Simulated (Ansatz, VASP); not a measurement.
SiC in VASP and in Ansatz

```
Si C
1.0
     3.07534    0.00000    0.00000
    -1.53767    2.66332    0.00000
     0.00000    0.00000    5.04822
Si C
2 2
Direct
  0.33333 0.66667 0.00460
  0.66667 0.33333 0.50460
  0.33333 0.66667 0.38040
  0.66667 0.33333 0.88040
```

Alike in both runs: functional r2SCAN; k mesh 16 × 16 × 8; occupations fermi-dirac, width 0.05 eV; no spin polarisation.

Ansatz relaxed the structure, and its values are those at the end. VASP's run is a single point on that final structure, the one shown.

|  | VASP | Ansatz |
| --- | --- | --- |
| version | VASP 6.6.1 | Ansatz 0.2.0 |
| potentials or method | VASP PAW PBE potentials, release 64 (Si, C) | PAW with Ansatz's default frozen-core files, scalar-relativistic |
| plane-wave cutoff (eV) | 520 | 500 |
| valence electrons in the cell | 16 | 16 |

```csv
,VASP,Ansatz,Ansatz less VASP
gap on the k mesh at the Fermi level (eV),2.72,2.72,-0.007
pressure (GPa),-0.2,0.0,+0.19
```

VASP's potentials were made for PBE, not for r2SCAN. With one functional, cell and mesh, what is left measures potentials, basis and numerics.
